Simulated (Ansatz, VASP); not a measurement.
# TaC in VASP and in Ansatz

INCAR

```
PREC = Accurate
ENCUT = 600
EDIFF = 1E-6
ISMEAR = 0
SIGMA = 0.1
LREAL = False
LASPH = True
NELM = 120
ALGO = Normal
ISIF = 2
LWAVE = False
LCHARG = False
GGA = PS
NBANDS = 14
GGA_COMPAT = False
```

Contents of KPOINTS:

```
Automatic mesh
0
Gamma
  8 8 8
```

The input POSCAR:

```
TaC
1.0
    0.0000000000      2.2508679162      2.2508679162
    2.2508679162      0.0000000000      2.2508679162
    2.2508679162      2.2508679162      0.0000000000
Ta C
1 1
Direct
    0.0000000000      0.0000000000      0.0000000000
    0.5000000000      0.5000000000      0.5000000000
```

Input for Ansatz:

```yaml
crystal:
  lattice:
    - [0.0, 2.2508679162, 2.2508679162]
    - [2.2508679162, 0.0, 2.2508679162]
    - [2.2508679162, 2.2508679162, 0.0]
  atoms:
    - { symbol: Ta, position: [0.0, 0.0, 0.0] }
    - { symbol: C, position: [0.5, 0.5, 0.5] }
basis:
  ecutwfc: 420
kpoints:
  mp_grid: { grid: [8, 8, 8] }
hamiltonian:
  xc: pbesol
scf:
  occupations: { method: gaussian, width: 0.1 }
output:
  forces: true
  stress: true
  eigenvalues: true
```

Alike in both runs: task single point; functional PBEsol; k mesh 8 × 8 × 8; occupations gaussian, width 0.1 eV; no spin polarisation.

|  | VASP | Ansatz |
| --- | --- | --- |
| version | VASP 6.6.1 | Ansatz 0.2.0 |
| potentials or method | VASP PAW PBE potentials, release 64 (Ta_pv, C), cutoff 600 eV | scalar-relativistic, plane waves, PAW |
| valence electrons in the cell | 15 | 17 |

Ansatz gave:

| Item | Value |
| --- | --- |
| gap on the k mesh at the Fermi level (eV) | none |
| pressure (GPa) | -13.1 |

Problem. Estimate VASP's values.

Solution. gap on the k mesh at the Fermi level (eV): none; pressure (GPa): -12.5.

VASP's potentials were made for PBE, not for PBEsol. A gap of «none» marks a metal or a gap that the smearing closes. With one functional, cell and mesh, what is left measures potentials, basis and numerics. VASP's potentials hold 15 valence electrons a cell and Ansatz's 17, so a difference there can come from the potentials and not from the codes.

Neither program's run includes spin-orbit coupling.
